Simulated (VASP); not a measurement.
Set up this calculation in VASP 6.6.1, as the native input.

```yaml
Task: single point
Functional: PBE
Potentials_or_basis: VASP PAW PBE potentials, release 64 (In_d, B, As)
Cutoff: 520 eV
k_mesh: 12 × 12 × 8
Occupations: gaussian, width 0.1 eV
Spin: no spin polarisation
Dipole_correction: no
Further_INCAR_settings: ALGO = Normal; EDIFF = 1e-06; NBANDS = 34
```

The structure of In3B2As lies in POSCAR:

```
In3B2As
1.0
    5.1161444913      0.0000000000      0.0000000000
   -2.5580722457      4.4307110989      0.0000000000
    0.0000000000      0.0000000000      5.1435410615
In B As
3 2 1
Direct
    0.3333333333      0.6666666667      0.5000000000
    0.6666666667      0.3333333333      0.5000000000
    0.0000000000      0.0000000000      0.0000000000
    0.3333333333      0.6666666667      0.0000000000
    0.6666666667      0.3333333333      0.0000000000
    0.0000000000      0.0000000000      0.5000000000
```

These files were run (other wordings do the same):

INCAR

```
PREC     = Accurate       # precision mode
ENCUT    = 520            # plane-wave cutoff, eV
EDIFF    = 1E-6           # SCF threshold, eV
ISMEAR   = 0              # smearing method
SIGMA    = 0.1            # smearing width, eV
LREAL    = False          # projectors in reciprocal space
LASPH    = True           # aspherical terms in the spheres
NELM     = 60             # most SCF steps
ALGO     = Normal         # electronic algorithm
ISIF     = 2              # what is computed and relaxed
LWAVE    = False          # write WAVECAR
LCHARG   = False          # write CHGCAR
GGA      = PE             # functional
NBANDS   = 34             # bands
```

KPOINTS

```
regular mesh
0
Gamma
  12 12 8
```

Potentials or basis: VASP PAW PBE potentials, release 64 (In_d, B, As).

Command:

```bash
$ cat potpaw_PBE.64/In_d/POTCAR potpaw_PBE.64/B/POTCAR potpaw_PBE.64/As/POTCAR > POTCAR
$ mpirun -np 1 vasp_std > vasp.out
```

Results of the run:

The pressure is 0.0 GPa and the band gap on the k mesh is zero (band 25 reaches 7.75 eV, above the bottom of band 26 at 5.42 eV).

Caveat: spin-orbit coupling is left out, which moves the levels of the heavy elements.

It took 4 min on 1 thread of Intel(R) Xeon(R) Platinum 8559C (Emerald Rapids) (shared host), peak memory 0.48 GiB.
